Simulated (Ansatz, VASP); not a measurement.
# P in VASP and in Ansatz

INCAR

```
  PREC = Accurate
  ENCUT = 520
  EDIFF = 1E-6
  ISMEAR = 0
  SIGMA = 0.15
  LREAL = F
  LASPH = T
  NELM = 60
  ALGO = Normal
  ISIF = 2
  LWAVE = F
  LCHARG = F
  GGA = PS
  NBANDS = 12
```

Contents of KPOINTS:

```
Automatic mesh
0
Gamma
  18 18 18
```

The input POSCAR:

```
P
1.0
    1.6717605543      0.9651914061      3.3349940213
   -1.6717605543      0.9651914061      3.3349940213
    0.0000000000     -1.9303828121      3.3349940213
P
2
Direct
    0.2270802500      0.2270802500      0.2270802500
    0.7729197500      0.7729197500      0.7729197500
```

Input for Ansatz:

```yaml
crystal:
  lattice:
    - [1.6717605543, 0.9651914061, 3.3349940213]
    - [-1.6717605543, 0.9651914061, 3.3349940213]
    - [0.0, -1.9303828121, 3.3349940213]
  atoms:
    - { symbol: P, position: [0.22708025, 0.22708025, 0.22708025] }
    - { symbol: P, position: [0.77291975, 0.77291975, 0.77291975] }
basis:
  ecutwfc: 650.0
kpoints:
  mp_grid: { grid: [18, 18, 18] }
hamiltonian:
  xc: pbesol
scf:
  occupations: { method: gaussian, width: 0.15 }
output:
  forces: true
  stress: true
  eigenvalues: true
```

Alike in both runs: task single point; functional PBEsol; k mesh 18 × 18 × 18; occupations gaussian, width 0.15 eV; no spin polarisation.

|  | VASP | Ansatz |
| --- | --- | --- |
| version | VASP 6.6.1 | Ansatz 0.2.0 |
| potentials or method | VASP PAW PBE potentials, release 64 (P), cutoff 520 eV | scalar-relativistic, plane waves, PAW |
| valence electrons in the cell | 10 | 10 |

|  | VASP | Ansatz | Ansatz less VASP |
| --- | --- | --- | --- |
| gap on the k mesh at the Fermi level (eV) | none | none | - |
| pressure (GPa) | 0.3 | 0.3 | -0.01 |
| traceless stress, the component that is largest in VASP (GPa) | -3.70 | -3.78 | -0.085 |
| rms of the force components (eV/Å) | 0.003 | 0.023 | +0.0201 |

VASP's potentials were made for PBE, not for PBEsol. Atom by atom the forces differ by 0.026 eV/Å (rms over components). A gap of «none» marks a metal or a gap that the smearing closes.
